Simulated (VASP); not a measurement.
Here is a VASP 6.6.1 calculation.

File INCAR:

```
SYSTEM = Ag
PREC     = Accurate       ! precision mode
ENCUT    = 520            ! plane-wave cutoff, eV
EDIFF    = 1E-8           ! SCF threshold, eV
ISMEAR   = -1             ! smearing method
SIGMA    = 0.08           ! smearing width, eV
LREAL    = .False.        ! projectors in reciprocal space
LASPH    = .True.         ! aspherical terms in the spheres
NELM     = 100            ! most SCF steps
ALGO     = Normal         ! electronic algorithm
ISIF     = 2              ! what is computed and relaxed
LWAVE    = .False.        ! write WAVECAR
LCHARG   = .False.        ! write CHGCAR
GGA      = PE             ! functional
LEFG     = .True.       
NBANDS   = 30             ! bands
```

Contents of KPOINTS:

```
regular mesh
0
Gamma
  14 14 4
  0 0 0
```

The input POSCAR:

```
Ag
1.0
    2.9241795655      0.0000000000      0.0000000000
   -1.4620897828      2.5324137891      0.0000000000
    0.0000000000      0.0000000000     10.1315940382
Ag
4
Direct
    0.3333333333      0.6666666667      0.2500000000
    0.6666666667      0.3333333333      0.7500000000
    0.0000000000      0.0000000000      0.0000000000
    0.0000000000      0.0000000000      0.5000000000
```

Potentials or basis: VASP PAW PBE potentials, release 64 (Ag).

Launch:

```sh
$ cat potpaw_PBE.64/Ag/POTCAR > POTCAR
$ mpirun -np 1 vasp_std > vasp.out
```

Problem. Estimate the pressure.

Solution. -3.5 GPa.

Problem. What does it give for the band gap on the k mesh?

Solution. Zero (bands 22 and 23 overlap by 6.01 eV).

Electric field gradients, principal values (V/Å²):
| atom | least | middle | greatest (by size) |
| --- | --- | --- | --- |
| 1 Ag | -4.505 | -4.507 | 9.012 |
| 2 Ag | -4.505 | -4.507 | 9.012 |
| 3 Ag | -4.198 | -4.200 | 8.398 |
| 4 Ag | -4.198 | -4.200 | 8.398 |

Caveat: the cell stands under tension; without QUAD_EFG the Cq values of the log hold for a quadrupole moment of 1 mb, not for the nuclei.
